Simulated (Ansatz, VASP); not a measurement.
One calculation of PbSe, two programs

```
Pb Se
1.0
     0.00000    3.06065    3.06065
     3.06065    0.00000    3.06065
     3.06065    3.06065    0.00000
Pb Se
1 1
Direct
  0.00000 0.00000 0.00000
  0.50000 0.50000 0.50000
```

Alike in both runs: task relaxation of cell and atoms; functional BLYP; k mesh 8 × 8 × 8; occupations fermi-dirac, width 0.05 eV; no spin polarisation.

```csv
,VASP,Ansatz
version,VASP 6.6.1,Ansatz 0.2.0
potentials or method,"VASP PAW PBE potentials, release 64 (Pb_d, Se), cutoff 600 eV","all-electron LAPW, scalar-relativistic"
```

```csv
,VASP,Ansatz,Ansatz less VASP
relaxed volume (Å³/atom),32.20,32.11,-0.085
relaxed cell length with the largest relative difference (Å),4.499,4.495,-0.0040
```

VASP's potentials were made for PBE, not for BLYP. Ansatz ran all-electron here, and VASP with PAW potentials.

Neither program's run includes spin-orbit coupling.
